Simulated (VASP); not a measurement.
# Sn2GeSe3 (I4/mmm) in VASP: single point with PBE

Aim: the single point of Sn2GeSe3 with PBE.

Program: VASP 6.6.1. These are calculated values, not measurements. Logs are shortened: lines on timing, memory, paths and dates and some standing lists are left out, and cuts for length are marked.

### 1 The cell of the first run

The structure is tetragonal, space group I4/mmm (No. 139). The conventional cell has a = 4.227 Å, b = 4.227 Å, c = 17.933 Å, α = 90.00°, β = 90.00°, γ = 90.00°. Within 3.9 Å of Sn (site symmetry 4mm) lie 6 Se at 2.99 Å. Ge (site symmetry 4/mmm) has 6 Se at 2.99 Å within 3.9 Å. Se (site symmetry 4mm) has 5 Sn at 2.99 Å and 1 Ge at 2.99 Å within 3.9 Å. Se (site symmetry 4/mmm) has 4 Ge at 2.99 Å and 2 Sn at 2.99 Å within 3.9 Å.

### 2 Single point, PBE

The input, INCAR:

```
SYSTEM = Sn2GeSe3
ALGO = Normal ; EDIFF = 1E-7
ENCUT = 520 ; GGA = PE
ISIF = 2 ; ISMEAR = 0
LASPH = .TRUE. ; LCHARG = .FALSE.
LREAL = .FALSE. ; LWAVE = .FALSE.
NBANDS = 39 ; NELM = 100
PREC = Accurate ; SIGMA = 0.1
```

The input, KPOINTS:

```
k-points
0
G
  6 6 6
  0 0 0
```

The input, POSCAR:

```
Sn2GeSe3
1.0
   -2.1134189100      2.1134189100      8.9664770700
    2.1134189100     -2.1134189100      8.9664770700
    2.1134189100      2.1134189100     -8.9664770700
Sn Ge Se
2 1 3
Direct
    0.6666666700      0.6666666700      0.0000000000
    0.3333333300      0.3333333300      0.0000000000
    0.0000000000      0.0000000000      0.0000000000
    0.8333333300      0.8333333300      0.0000000000
    0.5000000000      0.5000000000      0.0000000000
    0.1666666700      0.1666666700      0.0000000000
```

Potentials or basis: VASP PAW PBE potentials, release 64 (Sn_d, Ge_d, Se).

Launch:

```
$ cat potpaw_PBE.64/Sn_d/POTCAR potpaw_PBE.64/Ge_d/POTCAR potpaw_PBE.64/Se/POTCAR > POTCAR
$ mpirun -np 1 vasp_std > vasp.out
```

OUTCAR:

```text
SYSTEM = Sn2GeSe3
   EDIFF = 1E-7
   ENCUT = 520
   GGA = PE
   ISIF = 2
   ISMEAR = 0
   LASPH = .TRUE.
   LREAL = .FALSE.
   NELM = 100
   PREC = Accurate

 ion  position               nearest neighbor table
   1  0.667  0.667  0.000-   4 2.99   6 2.99   6 2.99   6 2.99   6 2.99   5 2.99
   2  0.333  0.333  0.000-   6 2.99   4 2.99   4 2.99   4 2.99   4 2.99   5 2.99
   3  0.000  0.000  0.000-
   4  0.833  0.833  0.000-   1 2.99   2 2.99   2 2.99   2 2.99   2 2.99
   5  0.500  0.500  0.000-   1 2.99   2 2.99
   6  0.167  0.167  0.000-   2 2.99   1 2.99   1 2.99   1 2.99   1 2.99

  LATTYP: Found a body centered tetragonal cell.
 ALAT       =     4.2268378200
 C/A-ratio  =     4.2426406935

  Lattice vectors:

 A1 = (  -2.1134189100,   2.1134189100,   8.9664770700)
 A2 = (   2.1134189100,  -2.1134189100,   8.9664770700)
 A3 = (   2.1134189100,   2.1134189100,  -8.9664770700)

Analysis of symmetry for initial positions (statically):
=====================================================================
 Subroutine PRICEL returns:
 Original cell was already a primitive cell.

 Routine SETGRP: Setting up the symmetry group for a
 body centered tetragonal supercell.

 Subroutine GETGRP returns: Found 16 space group operations
 (whereof 16 operations were pure point group operations)
 out of a pool of 16 trial point group operations.

The static configuration has the point symmetry D_4h.

Analysis of symmetry for dynamics (positions and initial velocities):
=====================================================================
 Subroutine PRICEL returns:
 Original cell was already a primitive cell.

 Routine SETGRP: Setting up the symmetry group for a
 body centered tetragonal supercell.

 Subroutine GETGRP returns: Found 16 space group operations
 (whereof 16 operations were pure point group operations)
 out of a pool of 16 trial point group operations.

The dynamic configuration has the point symmetry D_4h.

 Subroutine INISYM returns: Found 16 space group operations
 (whereof 16 operations are pure point group operations),
 and found     1 'primitive' translations

----------------------------------------------------------------------------------------

                                     Primitive cell

  volume of cell :     160.1965

  direct lattice vectors                    reciprocal lattice vectors
    -2.113418910  2.113418910  8.966477070     0.000000000  0.236583480  0.055763261
     2.113418910 -2.113418910  8.966477070     0.236583480  0.000000000  0.055763261
     2.113418910  2.113418910 -8.966477070     0.236583480  0.236583480  0.000000000

  length of vectors
     9.451496708  9.451496708  9.451496708     0.243066419  0.243066419  0.334579566

  position of ions in fractional coordinates (direct lattice)
     0.666666670  0.666666670  0.000000000
     0.333333330  0.333333330  0.000000000
     0.000000000  0.000000000  0.000000000
     0.833333330  0.833333330  0.000000000
     0.500000000  0.500000000  0.000000000
     0.166666670  0.166666670  0.000000000

  ion indices of the primitive-cell ions
   primitive index   ion index
                 1           1
                 2           2
                 3           3
                 4           4
                 5           5
                 6           6

----------------------------------------------------------------------------------------

 KPOINTS: k-points

Automatic generation of k-mesh.
 Grid dimensions read from file:
 generate k-points for:    6    6    6

 Generating k-lattice:

  Cartesian coordinates                     Fractional coordinates (reciprocal lattice)
     0.000000000  0.039430580  0.009293877     0.166666667  0.000000000  0.000000000
     0.039430580  0.000000000  0.009293877     0.000000000  0.166666667  0.000000000
     0.039430580  0.039430580  0.000000000     0.000000000  0.000000000  0.166666667

  Length of vectors
     0.040511070  0.040511070  0.055763261

  Shift w.r.t. Gamma in fractional coordinates (k-lattice)
     0.000000000  0.000000000  0.000000000

 Subroutine IBZKPT returns following result:
 ===========================================

 Found     30 irreducible k-points:

 Following reciprocal coordinates:
            Coordinates               Weight
  0.000000  0.000000  0.000000      1.000000
  0.166667  0.000000 -0.000000      8.000000
  0.333333  0.000000 -0.000000      8.000000
  0.500000  0.000000 -0.000000      4.000000
  0.166667  0.166667  0.000000      8.000000
  0.333333  0.166667  0.000000     16.000000
[... 16 lines left out ...]
 -0.333333 -0.333333  0.166667      8.000000
 -0.166667 -0.333333  0.166667      8.000000
 [... further k-points ...]
   k-points           NKPTS =     30   k-points in BZ     NKDIM =     30   number of bands    NBANDS=     39
   number of dos      NEDOS =    301   number of ions     NIONS =      6
   total plane-waves  NPLWV = 343000
   dimension x,y,z NGX =    70 NGY =   70 NGZ =   70
   dimension x,y,z NGXF=   140 NGYF=  140 NGZF=  140
   ions per type =               2   1   3
   NGX,Y,Z   is equivalent  to a cutoff of  12.31, 12.31, 12.31 a.u.
   NGXF,Y,Z  is equivalent  to a cutoff of  24.63, 24.63, 24.63 a.u.
 SYSTEM =  Sn2GeSe3
   PREC   = accura    normal or accurate (medium, high low for compatibility)
   ISTART =      0    job   : 0-new  1-cont  2-samecut
   ICHARG =      2    charge: 1-file 2-atom 10-const
   ISPIN  =      1    spin polarized calculation?
   LNONCOLLINEAR =      F non collinear calculations
   LSORBIT =      F    spin-orbit coupling
   LASPH  =      T    aspherical Exc in radial PAW
   ENCUT  =  520.0 eV  38.22 Ry    6.18 a.u.  17.57 17.57 17.57*2*pi/ulx,y,z
   NELM   =    100;   NELMIN=  2; NELMDL= -5     # of ELM steps
   EDIFF  = 0.1E-06   stopping-criterion for ELM
   LREAL  =      F    real-space projection
   EDIFFG = 0.1E-05   stopping-criterion for IOM
   NSW    =      0    number of steps for IOM
   IBRION =     -1    ionic relax: 0-MD 1-quasi-New 2-CG
   NFREE  =      0    steps in history (QN), initial steepest desc. (CG)
   ISIF   =      2    stress and relaxation
   ISYM   =      2    0-nonsym 1-usesym 2-fastsym
   POTIM  = 0.5000    time-step for ionic-motion
   TEBEG  =    0.0;   TEEND  =   0.0 temperature during run
   PSTRESS=    0.0 pullay stress
   NELECT =      60.0000    total number of electrons
   NUPDOWN=      -1.0000    fix difference up-down
   EMIN   =  10.00;   EMAX   =-10.00  energy-range for DOS
   EFERMI =   0.00;   METHOD = LEGACY
   ISMEAR =     0;   SIGMA  =   0.10  broadening in eV -4-tet -1-fermi 0-gaus
   EFERMI_NEDOS =   21; number of points for ismear=-14 and -15
   IALGO  =     38    algorithm
   IMIX   =      4    mixing-type and parameters
     AMIX     =   0.40;   BMIX     =  1.00
     AMIX_MAG =   1.60;   BMIX_MAG =  1.00
  volume/ion in A,a.u.               =      26.70       180.18
  Fermi-wavevector in a.u.,A,eV,Ry     =   1.180069  2.230008 18.946983  1.392564
  Thomas-Fermi vector in A             =   2.316369
   LORBIT       =      0    0 simple, 1 ext, 2 COOP (PROOUT), +10 PAW based schemes
   GGA     = PE    functional components
   LHFCALC =     F    Hartree Fock is set to
   AEXX    =    0.0000 exact exchange contribution
   IVDW    =     0    specifies the selected vdW correction
   LEPSILON=     F    determine dielectric tensor
   LRPA    =     F    only Hartree local field effects (RPA)
 non-spin polarized calculation
 Gauss-broadening in eV      SIGMA  =   0.10
  energy-cutoff  :      520.00
  volume of cell :      160.20
 maximum number of plane-waves:      4337
   NGX = 35   NGY = 35   NGZ = 35

 number of electron      60.0000002 magnetization

 Free energy of the ion-electron system (eV)
  ---------------------------------------------------
  ext. energy  EPLUGINS =         0.00000000
  ---------------------------------------------------
  free energy    TOTEN  =       -24.70851714 eV

  energy without entropy =      -24.70598400  energy(sigma->0) =      -24.70725057

 E-fermi :   5.1615     XC(G=0):  -9.5645

 val. band max:        5.0845885776   @ k =  -0.1667   0.3333   0.1667
 cond. band min:       5.2345188761   @ k =  -0.1667   0.3333   0.1667
 fundamental gap:      0.1499302984
 Fermi energy:         5.1614514243

 k-point     1 :       0.0000    0.0000    0.0000
  band No.  band energies     occupation
      1     -20.2800      2.00000
      2     -20.2781      2.00000
      3     -20.2765      2.00000
      4     -20.2754      2.00000
      5     -20.2754      2.00000
      6     -16.5860      2.00000
[... 31 lines left out ...]
     38       9.7504      0.00000
     39       9.7526      0.00000

 k-point     2 :       0.1667    0.0000   -0.0000
  band No.  band energies     occupation
      1     -20.2796      2.00000
      2     -20.2784      2.00000
      3     -20.2762      2.00000
      4     -20.2756      2.00000
      5     -20.2754      2.00000
      6     -16.5831      2.00000
[... 31 lines left out ...]
     38       9.0590      0.00000
     39       9.2204      0.00000

 k-point     3 :       0.3333    0.0000   -0.0000
  band No.  band energies     occupation
      1     -20.2790      2.00000
      2     -20.2789      2.00000
      3     -20.2759      2.00000
      4     -20.2754      2.00000
      5     -20.2754      2.00000
      6     -16.5779      2.00000
[... 31 lines left out ...]
     38       8.5572      0.00000
     39       9.1338      0.00000

 k-point     4 :       0.5000    0.0000   -0.0000
  band No.  band energies     occupation
      1     -20.2793      2.00000
      2     -20.2786      2.00000
      3     -20.2760      2.00000
      4     -20.2754      2.00000
      5     -20.2750      2.00000
      6     -16.5742      2.00000
[... 31 lines left out ...]
     38       8.5761      0.00000
     39       8.8598      0.00000
[... 754 lines left out ...]
     38       7.7239      0.00000
     39       9.7770      0.00000

 k-point    23 :      -0.3333   -0.3333    0.1667
  band No.  band energies     occupation
      1     -20.2791      2.00000
      2     -20.2787      2.00000
      3     -20.2759      2.00000
      4     -20.2756      2.00000
      5     -20.2755      2.00000
      6     -16.5816      2.00000
[... 31 lines left out ...]
     38       9.1617      0.00000
     39      10.1783      0.00000

 k-point    24 :      -0.1667   -0.3333    0.1667
  band No.  band energies     occupation
      1     -20.2796      2.00000
      2     -20.2784      2.00000
      3     -20.2762      2.00000
      4     -20.2756      2.00000
      5     -20.2754      2.00000
      6     -16.5837      2.00000
[... 31 lines left out ...]
     38       9.2254      0.00000
     39       9.6257      0.00000

 [... further k-points ...]

------------------------ aborting loop because EDIFF is reached ----------------------------------------

  FORCE on cell =-STRESS in cart. coord.  units (eV):
  Direction    XX          YY          ZZ          XY          YZ          ZX
  --------------------------------------------------------------------------------------
  -------------------------------------------------------------------------------------
  Total       -0.9552578     -0.9552578     -0.9604691      0.0000000     -0.0000000      0.0000000
  in kB       -9.5538441     -9.5538441     -9.6059643      0.0000000     -0.0000000      0.0000000
  external PRESSURE =      -9.5712175 kB  Pullay stress =       0.0000000 kB

 VOLUME and BASIS-vectors are now :
 -----------------------------------------------------------------------------
  energy-cutoff  :      520.00
  volume of cell :      160.20
      direct lattice vectors                 reciprocal lattice vectors
    -2.113418910  2.113418910  8.966477070     0.000000000  0.236583480  0.055763261
     2.113418910 -2.113418910  8.966477070     0.236583480  0.000000000  0.055763261
     2.113418910  2.113418910 -8.966477070     0.236583480  0.236583480  0.000000000

 POSITION                                       TOTAL-FORCE (eV/Angst)
 -----------------------------------------------------------------------------------
      0.00000      0.00000     11.95530         0.000000      0.000000     -0.145772
      0.00000      0.00000      5.97765        -0.000000     -0.000000      0.145772
      0.00000      0.00000      0.00000        -0.000000     -0.000000     -0.000000
      0.00000      0.00000     14.94413         0.000000      0.000000      0.361833
      0.00000      0.00000      8.96648        -0.000000     -0.000000     -0.000000
      0.00000      0.00000      2.98883        -0.000000     -0.000000     -0.361833
 -----------------------------------------------------------------------------------
    total drift:                               -0.000000      0.000000     -0.000000

  FREE ENERGIE OF THE ION-ELECTRON SYSTEM (eV)
  ---------------------------------------------------
  free  energy   TOTEN  =       -24.7085171418 eV

  energy  without entropy=      -24.7059840050  energy(sigma->0) =      -24.70725057
```

Run time: 11 min. Hardware: 1 thread of Intel Xeon Platinum 8259CL at 2.50GHz (Skylake/Cascade Lake), shared host; peak memory 0.75 GiB.

What came out:

| Quantity | Value |
| --- | --- |
| Free energy | -24.7085 eV |
| Pressure | -1.0 GPa |
| Largest force | 0.362 eV/Å |
| Band gap on the k mesh | 0.15 eV |

Forces in eV/Å, atoms in the order of the input:
```
Sn   0.000  0.000 -0.146
Sn   0.000  0.000  0.146
Ge   0.000  0.000  0.000
Se   0.000  0.000  0.362
Se   0.000  0.000  0.000
Se   0.000  0.000 -0.362
```

Levels at points of the mesh, in eV from the valence-band top:
```csv
k point,band 28,band 29,band 30,band 31,band 32,band 33
"(0.00, 0.00, 0.00)",-2.19,-2.19,-2.19,3.16,3.39,3.58
"(0.50, 0.00, 0.00)",-1.08,-0.52,-0.06,0.36,0.73,0.76
"(0.50, 0.50, 0.00)",-3.66,-1.99,-1.75,2.14,2.65,3.07
"(0.50, 0.50, 0.50)",-2.57,-1.11,-0.77,1.12,1.65,3.06
```

Caveat: spin-orbit coupling is left out, which moves the levels of the heavy elements. A k mesh can miss the band edges.
